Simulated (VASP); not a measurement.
Wanted: the native input for a VASP 6.6.1 run.

* Task: single point
* Functional: PBEsol
* Potentials or basis: VASP PAW PBE potentials, release 64 (Au)
* Cutoff: 520 eV
* k mesh: 20 × 20 × 20
* Occupations: gaussian, width 0.15 eV
* Spin: no spin polarisation
* Dipole correction: no
* Further INCAR settings: ALGO = Normal; EDIFF = 1e-07; NBANDS = 12

The structure of Au lies in POSCAR:

```
Au
1.0
    0.0000000000      2.0148175000      2.0148175000
    2.0148175000      0.0000000000      2.0148175000
    2.0148175000      2.0148175000      0.0000000000
Au
1
Direct
    0.0000000000      0.0000000000      0.0000000000
```

This cell differs from its parent crystal: strain -0.015 along x and y, -0.015 along z.

The input as run:

INCAR

```
SYSTEM = Au
PREC = Accurate
ENCUT = 520
EDIFF = 1E-7
ISMEAR = 0
SIGMA = 0.15
LREAL = .False.
LASPH = .True.
NELM = 60
ALGO = Normal
ISIF = 2
LWAVE = .False.
LCHARG = .True.
GGA = PS
LELF = .True.
LVHAR = .True.
NBANDS = 12
```

KPOINTS

```
Automatic mesh
0
Gamma
  20 20 20
  0 0 0
```

Potentials or basis: VASP PAW PBE potentials, release 64 (Au).

The run is started by

```console
$ cat potpaw_PBE.64/Au/POTCAR > POTCAR
$ mpirun -np 1 vasp_std > vasp.out
```

It gave:

```json
{
  "Pressure": "7.4 GPa"
}
```

Caveat: the cell differs from its parent crystal (strain -0.015 along x and y, -0.015 along z); the PAW data sets were made with another functional, which shifts forces and pressure a little.

Run time: 24 s on 1 thread of Intel(R) Xeon(R) Platinum 8488C (Sapphire Rapids) (shared host), peak memory 0.18 GiB.
